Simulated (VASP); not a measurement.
# Ta in VASP: further runs, part 3 of 3

VASP 6.6.1.

## (4) Electric field gradients, PBE

This run uses another cell than the first one, of 18.01 Å³/atom, 0.990 times its volume.

INCAR reads:

```
SYSTEM = Ta
PREC = Accurate
ENCUT = 520
EDIFF = 1E-8
ISMEAR = -1
SIGMA = 0.08
LREAL = .False.
LASPH = .True.
NELM = 60
ALGO = Normal
ISIF = 2
LWAVE = .False.
LCHARG = .False.
GGA = PE
LEFG = .True.
NBANDS = 12
```

KPOINTS reads:

```
Automatic mesh
0
Gamma
  17 17 17
  0 0 0
```

POSCAR reads:

```
Ta
1.0
   -1.6512800000      1.6512800000      1.6512800000
    1.6512800000     -1.6512800000      1.6512800000
    1.6512800000      1.6512800000     -1.6512800000
Ta
1
Direct
    0.0000000000      0.0000000000      0.0000000000
```

Potentials or basis: VASP PAW PBE potentials, release 64 (Ta_pv).

Started as:

```
$ cat potpaw_PBE.64/Ta_pv/POTCAR > POTCAR
$ mpirun -np 1 vasp_std > vasp.out
```

OUTCAR:

```text
SYSTEM = Ta
   PREC = Accurate
   ENCUT = 520
   EDIFF = 1E-8
   ISMEAR = -1
   LREAL = .False.
   LASPH = .True.
   NELM = 60
   ISIF = 2
   GGA = PE

 ion  position               nearest neighbor table
   1  0.000  0.000  0.000-

  LATTYP: Found a body centered cubic cell.
 ALAT       =     3.3025600000

  Lattice vectors:

 A1 = (  -1.6512800000,   1.6512800000,   1.6512800000)
 A2 = (   1.6512800000,  -1.6512800000,   1.6512800000)
 A3 = (   1.6512800000,   1.6512800000,  -1.6512800000)

[... 564 lines left out ...]
    total drift:                               -0.000000      0.000000      0.000000

  FREE ENERGIE OF THE ION-ELECTRON SYSTEM (eV)
  ---------------------------------------------------
  free  energy   TOTEN  =       -11.8243346500 eV

  energy  without entropy=      -11.7968290810  energy(sigma->0) =      -11.81058187

 Electric field gradients (V/A^2)
---------------------------------------------------------------------
 ion       V_xx      V_yy      V_zz      V_xy      V_xz      V_yz
---------------------------------------------------------------------
   1      -0.000    -0.000    -0.000     0.000     0.000     0.000
---------------------------------------------------------------------

 Electric field gradients after diagonalization (V/A^2)
 (convention: |V_zz| > |V_xx| > |V_yy|)
----------------------------------------------------------------------
 ion       V_xx      V_yy      V_zz     asymmetry (V_yy - V_xx)/ V_zz
----------------------------------------------------------------------
   1      -0.000    -0.000     0.000       0.000
----------------------------------------------------------------------

           NMR quadrupolar parameters

 Cq : quadrupolar parameter    Cq=e*Q*V_zz/h
 eta: asymmetry parameters     (V_yy - V_xx)/ V_zz
 Q  : nuclear electric quadrupole moment in mb (millibarn)
----------------------------------------------------------------------
 ion       Cq(MHz)       eta       Q (mb)
----------------------------------------------------------------------
   1       0.000       0.000       1.000
----------------------------------------------------------------------
```

OSZICAR:

```text
N       E                     dE             d eps       ncg     rms          rms(c)
DAV:   1     0.605215584235E+02    0.60522E+02   -0.60436E+03  3976   0.872E+02
DAV:   2    -0.112532571732E+02   -0.71775E+02   -0.69904E+02  4432   0.244E+02
DAV:   3    -0.122811961096E+02   -0.10279E+01   -0.10166E+01  4740   0.273E+01
DAV:   4    -0.122839829945E+02   -0.27869E-02   -0.27866E-02  4348   0.157E+00
DAV:   5    -0.122839914805E+02   -0.84860E-05   -0.84856E-05  4768   0.842E-02    0.135E+01
DAV:   6    -0.119314972525E+02    0.35249E+00   -0.28385E-01  4660   0.576E+00    0.658E+00
DAV:   7    -0.118253003684E+02    0.10620E+00   -0.25686E-01  4552   0.509E+00    0.381E-01
DAV:   8    -0.118243772368E+02    0.92313E-03   -0.70234E-03  4300   0.726E-01    0.141E-01
DAV:   9    -0.118243415875E+02    0.35649E-04   -0.14992E-04  4576   0.132E-01    0.270E-02
DAV:  10    -0.118243347708E+02    0.68167E-05   -0.42238E-06  4400   0.218E-02    0.293E-03
DAV:  11    -0.118243347622E+02    0.86093E-08   -0.17819E-07  4436   0.463E-03    0.525E-04
DAV:  12    -0.118243346332E+02    0.12898E-06   -0.44141E-09  2928   0.796E-04    0.647E-05
DAV:  13    -0.118243346540E+02   -0.20760E-07   -0.26745E-10  2304   0.201E-04    0.139E-05
DAV:  14    -0.118243346500E+02    0.40041E-08   -0.70598E-11  2092   0.102E-04
   1 F= -.11824335E+02 E0= -.11810582E+02  d E =-.275056E-01
```

It took 41 s on 1 thread of AMD EPYC 7R43 (Zen 3), shared host; peak memory 0.13 GiB.

Results:

```yaml
Free_energy: -11.8243 eV
Pressure: 3.2 GPa
```

Caveat: without QUAD_EFG the Cq values of the log hold for a quadrupole moment of 1 mb, not for the nuclei; spin-orbit coupling is left out, which moves the levels of the heavy elements.

## (5) Electric field gradients, PBE (equal xy, yz and zx shear strains of +2 %)

INCAR reads:

```
PREC     = Accurate       # precision mode
ENCUT    = 520            # plane-wave cutoff, eV
EDIFF    = 1E-8           # SCF threshold, eV
ISMEAR   = -1             # smearing method
SIGMA    = 0.08           # smearing width, eV
LREAL    = F              # projectors in reciprocal space
LASPH    = T              # aspherical terms in the spheres
NELM     = 100            # most SCF steps
ALGO     = Normal         # electronic algorithm
ISIF     = 2              # what is computed and relaxed
LWAVE    = F              # write WAVECAR
LCHARG   = F              # write CHGCAR
GGA      = PE             # functional
LEFG     = T            
NBANDS   = 12             # bands
```

KPOINTS reads:

```
Automatic mesh
0
Gamma
  17 17 17
```

POSCAR reads:

```
Ta
1.0
   -1.6182544000      1.6512800000      1.6512800000
    1.6512800000     -1.6182544000      1.6512800000
    1.6512800000      1.6512800000     -1.6182544000
Ta
1
Direct
    0.0000000000      0.0000000000      0.0000000000
```

Potentials or basis: VASP PAW PBE potentials, release 64 (Ta_pv).

Started as:

```
$ cat potpaw_PBE.64/Ta_pv/POTCAR > POTCAR
$ mpirun -np 1 vasp_std > vasp.out
```

OUTCAR:

```text
PREC = Accurate
   ENCUT = 520
   EDIFF = 1E-8
   ISMEAR = -1
   LREAL = F
   LASPH = T
   NELM = 100
   ISIF = 2
   GGA = PE

 ion  position               nearest neighbor table
   1  0.000  0.000  0.000-

  LATTYP: Found a trigonal (rhomboedric) cell.
 ALAT       =     2.8411614843
 COS(alpha) =    -0.3242805026

  Lattice vectors:

 A1 = (  -1.6182544000,   1.6512800000,   1.6512800000)
 A2 = (   1.6512800000,  -1.6182544000,   1.6512800000)
 A3 = (   1.6512800000,   1.6512800000,  -1.6182544000)

Analysis of symmetry for initial positions (statically):
=====================================================================
 Subroutine PRICEL returns:
 Original cell was already a primitive cell.

[... 543 lines left out ...]
  in kB       34.3547817     34.3547817     34.3547817    -16.2049753    -16.2049753    -16.2049753
  external PRESSURE =      34.3547817 kB  Pullay stress =       0.0000000 kB

 VOLUME and BASIS-vectors are now :
 -----------------------------------------------------------------------------
  energy-cutoff  :      520.00
  volume of cell :       18.00
      direct lattice vectors                 reciprocal lattice vectors
    -1.618254400  1.651280000  1.651280000    -0.005997136  0.299856810  0.299856810
     1.651280000 -1.618254400  1.651280000     0.299856810 -0.005997136  0.299856810
     1.651280000  1.651280000 -1.618254400     0.299856810  0.299856810 -0.005997136

 POSITION                                       TOTAL-FORCE (eV/Angst)
 -----------------------------------------------------------------------------------
      0.00000      0.00000      0.00000         0.000000      0.000000      0.000000
 -----------------------------------------------------------------------------------
    total drift:                               -0.000000      0.000000      0.000000

  FREE ENERGIE OF THE ION-ELECTRON SYSTEM (eV)
  ---------------------------------------------------
  free  energy   TOTEN  =       -11.8187945141 eV

  energy  without entropy=      -11.7909307115  energy(sigma->0) =      -11.80486261

 Electric field gradients (V/A^2)
---------------------------------------------------------------------
 ion       V_xx      V_yy      V_zz      V_xy      V_xz      V_yz
---------------------------------------------------------------------
   1      -0.000    -0.000     0.000   -12.156   -12.156   -12.156
---------------------------------------------------------------------

 Electric field gradients after diagonalization (V/A^2)
 (convention: |V_zz| > |V_xx| > |V_yy|)
----------------------------------------------------------------------
 ion       V_xx      V_yy      V_zz     asymmetry (V_yy - V_xx)/ V_zz
----------------------------------------------------------------------
   1      12.156    12.156   -24.312       0.000
----------------------------------------------------------------------

           NMR quadrupolar parameters

 Cq : quadrupolar parameter    Cq=e*Q*V_zz/h
 eta: asymmetry parameters     (V_yy - V_xx)/ V_zz
 Q  : nuclear electric quadrupole moment in mb (millibarn)
----------------------------------------------------------------------
 ion       Cq(MHz)       eta       Q (mb)
----------------------------------------------------------------------
   1      -0.059       0.000       1.000
----------------------------------------------------------------------
```

stdout:

```text
POSCAR found type information on POSCAR Ta
 POSCAR found :  1 types and       1 ions
 scaLAPACK will be used
 LDA part: xc-table for (Slater+PW92), standard interpolation
 POSCAR, INCAR and KPOINTS ok, starting setup
 FFT: planning ... GRIDC
 FFT: planning ... GRID_SOFT
 FFT: planning ... GRID
 WAVECAR not read
 entering main loop
ion   1
```

Run time: 32 s. Hardware: 1 thread of Intel Xeon Platinum 8559C (Emerald Rapids), shared host; peak memory 0.22 GiB.

Results:

```yaml
Free_energy: -11.8188 eV
Pressure: 3.4 GPa
```

Electric field gradients, principal values (V/Å²):
```
atom   least  middle  greatest (by size)
1 Ta  12.156  12.156             -24.312
```

Caveat: the cell differs from its parent crystal (equal xy, yz and zx shear strains of +2 %); without QUAD_EFG the Cq values of the log hold for a quadrupole moment of 1 mb, not for the nuclei; spin-orbit coupling is left out, which moves the levels of the heavy elements.

## (6) Overview

| cell | gap on the mesh (eV) | pressure (GPa) |
| --- | --- | --- |
| a = 2.870 Å, angles 109.5°, 1 atom | none | 1.2 |
| a = 2.860 Å, angles 109.5°, 1 atom | none | 3.2 |
| a = 2.841 Å, angles 108.9°, 1 atom | none | 3.4 |

Alike in all rows: task electric field gradients; level PBE; potentials or basis VASP PAW PBE potentials, release 64 (Ta_pv); no spin polarisation; k mesh 17 × 17 × 17; cutoff (eV) 520; smearing fermi-dirac 0.08 eV.

Caveats: spin-orbit coupling is left out, which moves the levels of the heavy elements.

Absolute energies hang on the potentials; compare differences alone.
